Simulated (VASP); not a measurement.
Set up this calculation in VASP 6.6.1, as the native input.

- Task: relaxation of the atoms
- Functional: PBE
- Potentials or basis: VASP PAW PBE potentials, release 64 (Si, C)
- Cutoff: 520 eV
- k mesh: 17 × 17 × 17
- Occupations: fermi-dirac, width 0.02 eV
- Spin: no spin polarisation
- Dipole correction: no
- Further INCAR settings: ALGO = Normal; EDIFF = 1e-06; IBRION = 2; EDIFFG = -0.02; NSW = 80

The structure of SiC (Moissanite 3C) lies in POSCAR:

```
SiC
1.0
    0.0000000000      2.1643753983      2.1643753983
    2.1643753983      0.0000000000      2.1643753983
    2.1643753983      2.1643753983      0.0000000000
Si C
1 1
Direct
    0.0000000000      0.0000000000      0.0000000000
    0.2500000000      0.2500000000      0.2500000000
```

This cell differs from its parent crystal: volume scaled by 0.98.

The input as run:

INCAR

```
SYSTEM = SiC
  PREC = Accurate
  ENCUT = 520
  EDIFF = 1E-6
  ISMEAR = -1
  SIGMA = 0.02
  LREAL = .FALSE.
  LASPH = .TRUE.
  NELM = 80
  ALGO = Normal
  ISIF = 2
  LWAVE = .FALSE.
  LCHARG = .FALSE.
  GGA = PE
  IBRION = 2
  NSW = 80
  EDIFFG = -0.02
```

KPOINTS

```
Automatic mesh
0
G
  17 17 17
  0 0 0
```

Potentials or basis: VASP PAW PBE potentials, release 64 (Si, C).

Launch:

```console
$ cat potpaw_PBE.64/Si/POTCAR potpaw_PBE.64/C/POTCAR > POTCAR
$ mpirun -np 1 vasp_std > vasp.out
```

Results of the run:

```json
{
 "Pressure after relaxing": "7.9 GPa",
 "Band gap on the k mesh": "1.38 eV, indirect (least direct gap 4.58 eV)"
}
```

Caveat: the relaxation stopped at its first step, so nothing moved.

Wall time 37 s on 1 thread of AMD EPYC 7R13 (shared host), peak memory 0.12 GiB.
